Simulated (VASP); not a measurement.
Here is a VASP 6.6.1 calculation.

File INCAR:

```
SYSTEM = F
ALGO = Normal
EDIFF = 1E-6
ENCUT = 520
GGA = PS
ISIF = 2
ISMEAR = -1
LASPH = .True.
LCHARG = .False.
LREAL = .False.
LWAVE = .False.
NBANDS = 10
NELM = 100
PREC = Accurate
SIGMA = 0.1
```

The input KPOINTS:

```
k-points
0
Gamma
  20 20 20
  0 0 0
```

File POSCAR:

```
F
1.0
   -1.1149905681      1.1149905681      1.1149905681
    1.1149905681     -1.1149905681      1.1149905681
    1.1149905681      1.1149905681     -1.1149905681
F
1
Direct
    0.0000000000      0.0000000000      0.0000000000
```

Potentials or basis: VASP PAW PBE potentials, release 64 (F).

Command:

```sh
$ cat potpaw_PBE.64/F/POTCAR > POTCAR
$ mpirun -np 1 vasp_std > vasp.out
```

(1) Estimate the pressure.

Results:

(1) 135.9 GPa.

Caveat: the PAW data sets were made with another functional, which shifts forces and pressure a little; an odd number of electrons without spin polarisation forces a metal; a magnetic or distorted state may lie lower.
